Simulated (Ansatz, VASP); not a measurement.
## Zr2Pb2O3 in VASP and in Ansatz

File INCAR:

```
SYSTEM = Zr2Pb2O3
ALGO = Normal
EDIFF = 1E-7
EDIFFG = -0.08
ENCUT = 600
GGA = PE
IBRION = 2
ISIF = 3
ISMEAR = 0
LASPH = .TRUE.
LCHARG = .FALSE.
LREAL = .FALSE.
LWAVE = .FALSE.
NELM = 80
NSW = 36
PREC = Accurate
SIGMA = 0.2
```

The input KPOINTS:

```
k-points
0
G
  4 4 4
  0 0 0
```

POSCAR

```
Zr2Pb2O3
1.0
   -2.8416583800      2.8416583800      4.1990146700
    2.8416583800     -2.8416583800      4.1990146700
    2.8416583800      2.8416583800     -4.1990146700
Zr Pb O
2 2 3
Direct
    0.3035744800      0.3035744800      0.0000000000
    0.6964255200      0.6964255200      0.0000000000
    0.5000000000      0.0000000000      0.5000000000
    0.0000000000      0.5000000000      0.5000000000
    0.7500000000      0.2500000000      0.5000000000
    0.2500000000      0.7500000000      0.5000000000
    0.0000000000      0.0000000000      0.0000000000
```

Input for Ansatz:

```yaml
crystal:
  lattice:
    - [-2.84165838, 2.84165838, 4.19901467]
    - [2.84165838, -2.84165838, 4.19901467]
    - [2.84165838, 2.84165838, -4.19901467]
  atoms:
    - { symbol: Zr, position: [0.30357448, 0.30357448, 0.0] }
    - { symbol: Zr, position: [0.69642552, 0.69642552, 0.0] }
    - { symbol: Pb, position: [0.5, 0.0, 0.5] }
    - { symbol: Pb, position: [0.0, 0.5, 0.5] }
    - { symbol: O, position: [0.75, 0.25, 0.5] }
    - { symbol: O, position: [0.25, 0.75, 0.5] }
    - { symbol: O, position: [0.0, 0.0, 0.0] }
basis:
  ecutwfc: 420
kpoints:
  mp_grid: { grid: [4, 4, 4] }
hamiltonian:
  xc: pbe
scf:
  occupations: { method: gaussian, width: 0.2 }
  lower_state_search: "off"
output:
  forces: true
  stress: true
  eigenvalues: true
relax:
  adjacent_minimum: "off"
  f_tol: 0.08
  max_steps: 16
  cell: { stress_tol: 0.8 }
```

Alike in both runs: task relaxation of cell and atoms; functional PBE; k mesh 4 × 4 × 4; occupations gaussian, width 0.2 eV; no spin polarisation.

```csv
,VASP,Ansatz
version,VASP 6.6.1,Ansatz 0.2.0
potentials or method,"VASP PAW PBE potentials, release 64 (Zr_sv, Pb_d, O), cutoff 600 eV","scalar-relativistic, plane waves, PAW"
valence electrons in the cell,70,70
```

VASP gave:

```
gap on the k mesh at the Fermi level, each at its own relaxed structure (eV) : none
relaxed volume (Å³/atom)                                                     : 17.09
relaxed cell length with the largest relative difference (Å)                 : 6.466
```

What did Ansatz give for the same quantities?

gap on the k mesh at the Fermi level, each at its own relaxed structure (eV): none; relaxed volume (Å³/atom): 17.59; relaxed cell length with the largest relative difference (Å): 6.664.

A gap of «none» marks a metal or a gap that the smearing closes.

The k mesh is coarse, so the values compare programs but aren't converged. Neither program's run includes spin-orbit coupling.
